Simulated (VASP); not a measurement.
# CdS (P3m1) in VASP: single point with r2SCAN

Aim: the single point of CdS with r2SCAN.

Program: VASP 6.6.1. These are calculated values, not measurements. Logs are shortened: lines on timing, memory, paths and dates and some standing lists are left out, and cuts for length are marked.

## (1) The cell of the first run

Symmetry: P3m1, No. 156, trigonal system. The conventional cell has a = 4.261 Å, b = 4.261 Å, c = 5.804 Å, α = 90.00°, β = 90.00°, γ = 120.00°. Within 3.2 Å of Cd (site symmetry 3m) lie 3 S at 2.46 Å. Within 3.2 Å of S (site symmetry 3m) lie 3 Cd at 2.46 Å.

## (2) Single point, r2SCAN

POSCAR reads:

```
CdS
1.0
    4.2611700000      0.0000000000      0.0000000000
   -2.1305850000      3.6902814698      0.0000000000
    0.0000000000      0.0000000000      5.8041730000
Cd S
1 1
Direct
    0.0000000000      0.0000000000      0.4426920000
    0.6666670000      0.3333330000      0.4343080000
```

INCAR.step1 reads:

```
PREC     = Accurate       # precision mode
ENCUT    = 520            # plane-wave cutoff, eV
ISMEAR   = -1             # smearing method
SIGMA    = 0.01           # smearing width, eV
LREAL    = F              # projectors in reciprocal space
LASPH    = T              # aspherical terms in the spheres
NELM     = 100            # most SCF steps
NBANDS   = 16             # bands
GGA      = PE             # functional
ALGO     = Normal         # electronic algorithm
EDIFF    = 1E-4           # SCF threshold, eV
LWAVE    = T              # write WAVECAR
LCHARG   = F              # write CHGCAR
```

INCAR.step2 reads:

```
PREC     = Accurate       # precision mode
ENCUT    = 520            # plane-wave cutoff, eV
EDIFF    = 1E-7           # SCF threshold, eV
ISMEAR   = -1             # smearing method
SIGMA    = 0.01           # smearing width, eV
LREAL    = F              # projectors in reciprocal space
LASPH    = T              # aspherical terms in the spheres
NELM     = 100            # most SCF steps
ALGO     = Normal         # electronic algorithm
ISIF     = 2              # what is computed and relaxed
LWAVE    = F              # write WAVECAR
LCHARG   = T              # write CHGCAR
METAGGA  = R2SCAN         # meta-GGA
LMIXTAU  = T            
LELF     = T              # ELF
LVHAR    = T            
NBANDS   = 16             # bands
ISTART   = 1
```

KPOINTS reads:

```
Automatic mesh
0
Gamma
  1 1 1
```

Potentials or basis: VASP PAW PBE potentials, release 64 (Cd, S).

Command:

```console
$ cat potpaw_PBE.64/Cd/POTCAR potpaw_PBE.64/S/POTCAR > POTCAR
$ cp INCAR.step1 INCAR
$ mpirun -np 1 vasp_gam > vasp.out
$ cp INCAR.step2 INCAR
$ mpirun -np 1 vasp_gam > vasp.out
```

OUTCAR:

```text
PREC = Accurate
   ENCUT = 520
   EDIFF = 1E-7
   ISMEAR = -1
   LREAL = F
   LASPH = T
   NELM = 100
   ISIF = 2
   METAGGA = R2SCAN
   ISTART = 1

 ion  position               nearest neighbor table
   1  0.000  0.000  0.443-   2 2.46   2 2.46   2 2.46
   2  0.667  0.333  0.434-   1 2.46   1 2.46   1 2.46

  LATTYP: Found a hexagonal cell.
 ALAT       =     4.2611700000
 C/A-ratio  =     1.3621078248

  Lattice vectors:

 A1 = (   4.2611700000,   0.0000000000,   0.0000000000)
 A2 = (  -2.1305850000,   3.6902814698,   0.0000000000)
 A3 = (   0.0000000000,   0.0000000000,   5.8041730000)

Analysis of symmetry for initial positions (statically):
=====================================================================
 Subroutine PRICEL returns:
 Original cell was already a primitive cell.

 Routine SETGRP: Setting up the symmetry group for a
 hexagonal supercell.

 Subroutine GETGRP returns: Found  6 space group operations
 (whereof  6 operations were pure point group operations)
 out of a pool of 24 trial point group operations.

The static configuration has the point symmetry C_3v.

Analysis of symmetry for dynamics (positions and initial velocities):
=====================================================================
 Subroutine PRICEL returns:
 Original cell was already a primitive cell.

 Routine SETGRP: Setting up the symmetry group for a
 hexagonal supercell.

 Subroutine GETGRP returns: Found  6 space group operations
 (whereof  6 operations were pure point group operations)
 out of a pool of 24 trial point group operations.

The dynamic configuration has the point symmetry C_3v.

 Subroutine INISYM returns: Found  6 space group operations
 (whereof  6 operations are pure point group operations),
 and found     1 'primitive' translations

----------------------------------------------------------------------------------------

                                     Primitive cell

  volume of cell :      91.2701

  direct lattice vectors                    reciprocal lattice vectors
     4.261170000  0.000000000  0.000000000     0.234677330  0.135491020  0.000000000
    -2.130585000  3.690281470  0.000000000     0.000000000  0.270982040  0.000000000
     0.000000000  0.000000000  5.804173000     0.000000000  0.000000000  0.172289834

  length of vectors
     4.261170000  4.261170000  5.804173000     0.270982040  0.270982040  0.172289834

  position of ions in fractional coordinates (direct lattice)
     0.000000000  0.000000000  0.442692000
     0.666667000  0.333333000  0.434308000

  ion indices of the primitive-cell ions
   primitive index   ion index
                 1           1
                 2           2

----------------------------------------------------------------------------------------

 KPOINTS: Automatic mesh

Automatic generation of k-mesh.
 Grid dimensions read from file:
 generate k-points for:    1    1    1

 Generating k-lattice:

  Cartesian coordinates                     Fractional coordinates (reciprocal lattice)
     0.234677330  0.135491020  0.000000000     1.000000000  0.000000000  0.000000000
     0.000000000  0.270982040  0.000000000     0.000000000  1.000000000  0.000000000
     0.000000000  0.000000000  0.172289834     0.000000000  0.000000000  1.000000000

  Length of vectors
     0.270982040  0.270982040  0.172289834

  Shift w.r.t. Gamma in fractional coordinates (k-lattice)
     0.000000000  0.000000000  0.000000000

 Subroutine IBZKPT returns following result:
 ===========================================

 Found      1 irreducible k-points:

 Following reciprocal coordinates:
            Coordinates               Weight
  0.000000  0.000000  0.000000      1.000000
   k-points           NKPTS =      1   k-points in BZ     NKDIM =      1   number of bands    NBANDS=     16
   number of dos      NEDOS =    301   number of ions     NIONS =      2
   total plane-waves  NPLWV =  49152
   dimension x,y,z NGX =    32 NGY =   32 NGZ =   48
   dimension x,y,z NGXF=    64 NGYF=   64 NGZF=   96
   ions per type =               1   1
   NGX,Y,Z   is equivalent  to a cutoff of  12.48, 12.48, 13.75 a.u.
   NGXF,Y,Z  is equivalent  to a cutoff of  24.97, 24.97, 27.50 a.u.
 SYSTEM =  unknown system
   PREC   = accura    normal or accurate (medium, high low for compatibility)
   ISTART =      1    job   : 0-new  1-cont  2-samecut
   ICHARG =      0    charge: 1-file 2-atom 10-const
   ISPIN  =      1    spin polarized calculation?
   LNONCOLLINEAR =      F non collinear calculations
   LSORBIT =      F    spin-orbit coupling
   LASPH  =      T    aspherical Exc in radial PAW
   ENCUT  =  520.0 eV  38.22 Ry    6.18 a.u.   7.92  7.92 10.79*2*pi/ulx,y,z
   NELM   =    100;   NELMIN=  2; NELMDL=  0     # of ELM steps
   EDIFF  = 0.1E-06   stopping-criterion for ELM
   LREAL  =      F    real-space projection
   EDIFFG = 0.1E-05   stopping-criterion for IOM
   NSW    =      0    number of steps for IOM
   IBRION =     -1    ionic relax: 0-MD 1-quasi-New 2-CG
   NFREE  =      0    steps in history (QN), initial steepest desc. (CG)
   ISIF   =      2    stress and relaxation
   ISYM   =      2    0-nonsym 1-usesym 2-fastsym
   POTIM  = 0.5000    time-step for ionic-motion
   TEBEG  =    0.0;   TEEND  =   0.0 temperature during run
   PSTRESS=    0.0 pullay stress
   NELECT =      18.0000    total number of electrons
   NUPDOWN=      -1.0000    fix difference up-down
   EMIN   =  10.00;   EMAX   =-10.00  energy-range for DOS
   EFERMI =   0.00;   METHOD = LEGACY
   ISMEAR =    -1;   SIGMA  =   0.01  broadening in eV -4-tet -1-fermi 0-gaus
   EFERMI_NEDOS =   21; number of points for ismear=-14 and -15
   IALGO  =     38    algorithm
   IMIX   =      4    mixing-type and parameters
     AMIX     =   0.40;   BMIX     =  1.00
     AMIX_MAG =   1.60;   BMIX_MAG =  1.00
  volume/ion in A,a.u.               =      45.64       307.96
  Fermi-wavevector in a.u.,A,eV,Ry     =   0.952919  1.800756 12.354840  0.908055
  Thomas-Fermi vector in A             =   2.081527
   LORBIT       =      0    0 simple, 1 ext, 2 COOP (PROOUT), +10 PAW based schemes
   METAGGA = R2SCAN    functional components
   LHFCALC =     F    Hartree Fock is set to
   AEXX    =    0.0000 exact exchange contribution
   IVDW    =     0    specifies the selected vdW correction
   LEPSILON=     F    determine dielectric tensor
   LRPA    =     F    only Hartree local field effects (RPA)
 non-spin polarized calculation
  energy-cutoff  :      520.00
  volume of cell :       91.27
 maximum number of plane-waves:      1226
 NGX is ok and might be reduce to    30
   NGX = 15   NGY = 15   NGZ = 21

 number of electron      18.0000002 magnetization

 Free energy of the ion-electron system (eV)
  ---------------------------------------------------
  ext. energy  EPLUGINS =         0.00000000
  ---------------------------------------------------
  free energy    TOTEN  =       -23.62782759 eV

  energy without entropy =      -23.62782759  energy(sigma->0) =      -23.62782759

 E-fermi :  -1.3634     XC(G=0):  -6.1588

 val. band max:       -1.6261618651   @ k =   0.0000   0.0000   0.0000
 cond. band min:      -0.1272704619   @ k =   0.0000   0.0000   0.0000
 fundamental gap:      1.4988914032
 Fermi energy:        -1.3633505434

 k-point     1 :       0.0000    0.0000    0.0000
  band No.  band energies     occupation
      1     -13.6060      2.00000
      2     -10.0737      2.00000
      3     -10.0737      2.00000
      4      -9.7555      2.00000
      5      -9.7555      2.00000
      6      -9.5483      2.00000
[... 8 lines left out ...]
     15       9.2333      0.00000
     16      10.1710      0.00000

------------------------ aborting loop because EDIFF is reached ----------------------------------------

  FORCE on cell =-STRESS in cart. coord.  units (eV):
  Direction    XX          YY          ZZ          XY          YZ          ZX
  --------------------------------------------------------------------------------------
  -------------------------------------------------------------------------------------
  Total        6.1718052      6.1718052      1.5621624      0.0000000      0.0000000      0.0000000
  in kB      108.3413125    108.3413125     27.4225638      0.0000000      0.0000000      0.0000000
  external PRESSURE =      81.3683962 kB  Pullay stress =       0.0000000 kB

 VOLUME and BASIS-vectors are now :
 -----------------------------------------------------------------------------
  energy-cutoff  :      520.00
  volume of cell :       91.27
      direct lattice vectors                 reciprocal lattice vectors
     4.261170000  0.000000000  0.000000000     0.234677330  0.135491020  0.000000000
    -2.130585000  3.690281470  0.000000000     0.000000000  0.270982040  0.000000000
     0.000000000  0.000000000  5.804173000     0.000000000  0.000000000  0.172289834

 POSITION                                       TOTAL-FORCE (eV/Angst)
 -----------------------------------------------------------------------------------
      0.00000      0.00000      2.56946        -0.000000      0.000000      0.167737
      2.13059      1.23009      2.52080         0.000000     -0.000000     -0.167737
 -----------------------------------------------------------------------------------
    total drift:                               -0.000867      0.000501     -0.000339

  FREE ENERGIE OF THE ION-ELECTRON SYSTEM (eV)
  ---------------------------------------------------
  free  energy   TOTEN  =       -23.6278275909 eV

  energy  without entropy=      -23.6278275909  energy(sigma->0) =      -23.62782759
```

Run time: 49 s. Hardware: 1 thread of Intel Xeon Platinum 8488C (Sapphire Rapids), shared host; peak memory 0.21 GiB.

What came out:

```yaml
Free_energy: -23.6278 eV
Pressure: 8.1 GPa
Largest_force: 0.168 eV/Å
Band_gap_on_the_k_mesh: 1.50 eV
```

Forces in eV/Å, atoms in the order of the input:
```
Cd   0.000  0.000  0.168
S    0.000  0.000 -0.168
```

Stress tensor (GPa, compression positive):
```
10.83  0.00  0.00
 0.00 10.83  0.00
 0.00  0.00  2.74
```

Caveat: the k points lie up to 1.70 Å⁻¹ apart; the PAW data sets were made with another functional, which shifts forces and pressure a little.
